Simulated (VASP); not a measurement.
NdHf:

```xyz
2
Lattice="3.7147 0.0000 0.0000 0.0000 3.7147 0.0000 0.0000 0.0000 3.5925" Properties=species:S:1:pos:R:3 pbc="T T T"
Nd    0.0000    0.0000    0.0000
Hf    1.8573    1.8573    1.7963
```

The cell was generated, and may not be a known phase.

```yaml
Program: VASP 6.6.1
Task: relaxation of cell and atoms
Functional: PBE
Potentials_or_basis: VASP PAW PBE potentials, release 64 (Nd_3, Hf_pv), 4f in core
Cutoff: 500 eV
k_mesh: 5 × 5 × 5
Occupations: gaussian, width 0.2 eV
Spin: no spin polarisation
```

At the start: pressure 6.9 GPa; volume 24.79 Å³/atom.

Where does the relaxation end?

Over 3 steps the energy falls by 52.6 meV/atom and the volume is 27.39 Å³/atom (+10.5 %); space group P4/mmm (No. 123, to 0.1 Å) before and after.

Step by step:
```csv
step,energy change (eV),largest force (eV/Å),pressure (GPa),volume (Å³)
1,0.0000,0.0000,6.90,49.57
2,-0.0796,0.0000,-2.76,57.63
3,-0.1051,0.0000,0.01,54.79
```

Final structure:
```
Nd Hf
1.0
     3.83866    0.00000    0.00000
     0.00000    3.83866    0.00000
     0.00000    0.00000    3.71810
Nd Hf
1 1
Direct
  0.00000 0.00000 0.00000
  0.50000 0.50000 0.50000
```
